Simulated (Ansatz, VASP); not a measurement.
One calculation of Cu2B, two programs

The input INCAR:

```
  PREC = Accurate
  ENCUT = 520
  EDIFF = 1E-6
  ISMEAR = -1
  SIGMA = 0.05
  LREAL = F
  LASPH = T
  NELM = 60
  ALGO = Normal
  ISIF = 2
  LWAVE = F
  LCHARG = F
  LMAXMIX = 4
  LDAU = T
  LDAUTYPE = 2
  LDAUL = 2 -1
  LDAUU = 4 0
  LDAUJ = 0 0
  LDAUPRINT = 1
  GGA = PS
  NBANDS = 34
```

KPOINTS

```
regular mesh
0
Gamma
  5 5 5
```

File POSCAR:

```
Cu2B
1.0
    0.0000000000      3.2834700000      3.2834700000
    3.2834700000      0.0000000000      3.2834700000
    3.2834700000      3.2834700000      0.0000000000
Cu B
4 2
Direct
    0.1250000000      0.1250000000      0.1250000000
    0.6250000000      0.1250000000      0.1250000000
    0.1250000000      0.1250000000      0.6250000000
    0.1250000000      0.6250000000      0.1250000000
    0.5000000000      0.5000000000      0.5000000000
    0.7500000000      0.7500000000      0.7500000000
```

File input.yaml:

```yaml
crystal:
  lattice:
    - [0.0, 3.28347, 3.28347]
    - [3.28347, 0.0, 3.28347]
    - [3.28347, 3.28347, 0.0]
  atoms:
    - { symbol: Cu, position: [0.125, 0.125, 0.125] }
    - { symbol: Cu, position: [0.625, 0.125, 0.125] }
    - { symbol: Cu, position: [0.125, 0.125, 0.625] }
    - { symbol: Cu, position: [0.125, 0.625, 0.125] }
    - { symbol: B, position: [0.5, 0.5, 0.5] }
    - { symbol: B, position: [0.75, 0.75, 0.75] }
hamiltonian:
  xc: pbesol
  pseudopotentials: { kind: paw }
  hubbard: { sites: [{ species: Cu, l: d, u_eff: 4.0 }] }
kpoints:
  mp_grid: { grid: [5, 5, 5] }
scf:
  occupations: { method: fermi_dirac, width: 0.05 }
output:
  forces: true
  stress: true
  eigenvalues: true
```

Alike in both runs: task single point; functional PBEsol; k mesh 5 × 5 × 5; occupations fermi-dirac, width 0.05 eV; no spin polarisation; Hubbard terms Cu d U = 4 eV.

```csv
,VASP,Ansatz
version,VASP 6.6.1,Ansatz 0.2.0
potentials or method,"VASP PAW PBE potentials, release 64 (Cu, B)",Ansatz PAW
plane-wave cutoff (eV),520,420
valence electrons in the cell,50,82
```

```csv
,VASP,Ansatz,Ansatz less VASP
gap on the k mesh at the Fermi level (eV),none,none,-
pressure (GPa),-9.2,-5.0,+4.16
```

VASP's potentials were made for PBE, not for PBEsol. The programs project onto different local orbitals, so the same U acts differently, and such runs can settle in different states. A gap of «none» marks a metal or a gap that the smearing closes. VASP's potentials hold 50 valence electrons a cell and Ansatz's 82, so a difference there can come from the potentials and not from the codes.
